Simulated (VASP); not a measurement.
Al3Sb2P:

```xyz
6
Lattice="4.4454 0.0000 0.0000 -2.2227 3.8498 0.0000 0.0000 0.0000 7.8412" Properties=species:S:1:pos:R:3 pbc="T T T"
Al    2.2227    1.2833    0.1022
Al    2.2227    1.2833    3.6174
Al    0.0000    0.0000    4.2626
Sb    0.0000    2.5666    6.0488
Sb    0.0000    2.5666    1.8612
P     0.0000    0.0000    7.6315
```

* Program: VASP 6.6.1
* Task: relaxation of cell and atoms
* Functional: PBE
* Potentials or basis: VASP PAW PBE potentials, release 64 (Al, Sb, P)
* Cutoff: 600 eV
* k mesh: 6 × 6 × 2
* Occupations: gaussian, width 0.1 eV
* Spin: no spin polarisation

At the start: pressure -2.9 GPa; volume 22.37 Å³/atom.

Problem. How do energy, volume and symmetry change on relaxing?

Solution. Over 26 steps the energy falls by 158.8 meV/atom and the volume is 22.25 Å³/atom (-0.5 %); space group P3m1 (No. 156, to 0.05 Å).

Step by step:
```
step  energy change (eV)  largest force (eV/Å)  pressure (GPa)  volume (Å³)
   1              0.0000                0.6956           -2.88       134.20
   2             -0.1335                0.7011            0.65       126.52
   3             -0.1366                0.6947            1.38       125.24
   4             -0.2188                0.5154            1.24       125.54
   5             -0.3212                0.4156            1.28       126.15
   6             -0.4082                0.3703            2.82       127.18
   7             -0.4787                0.3331           -0.63       135.06
   8             -0.4787                0.3338           -0.56       134.88
   9             -0.5197                0.3411           -0.47       135.30
  10             -0.6325                0.3678           -0.46       136.34
  11             -0.6529                0.7286           -0.10       137.41
  12             -0.7004                0.4524           -0.40       137.01
  13             -0.7716                0.4286            0.02       135.73
  14             -0.8289                0.4542            0.55       134.31
  15             -0.8628                0.4700            1.64       131.12
  16             -0.9223                0.3559           -0.45       134.60
  17             -0.9238                0.3432           -0.72       135.08
  18             -0.9347                0.2438           -0.59       134.54
  19             -0.9347                0.2443           -0.59       134.52
  20             -0.9426                0.1931            0.29       132.78
  21             -0.9427                0.2005            0.42       132.53
  22             -0.9482                0.1397            0.24       132.86
  23             -0.9503                0.1090            0.07       133.22
  24             -0.9516                0.0565           -0.15       133.51
  25             -0.9519                0.0370           -0.33       133.76
  26             -0.9527                0.0380           -0.24       133.50
```

Final structure:
```
CELL_PARAMETERS angstrom
3.78587 0.00000 0.00000
-1.89294 3.27866 0.00000
0.00000 0.00000 10.75493
ATOMIC_POSITIONS crystal
Al 0.66667 0.33333 0.05054
Al 0.66667 0.33333 0.41149
Al 0.00000 0.00000 0.58009
Sb 0.33333 0.66667 0.75124
Sb 0.33333 0.66667 0.24977
P 0.00000 0.00000 0.95687
```

Caveat: the k points lie up to 0.32 Å⁻¹ apart in the final cell.
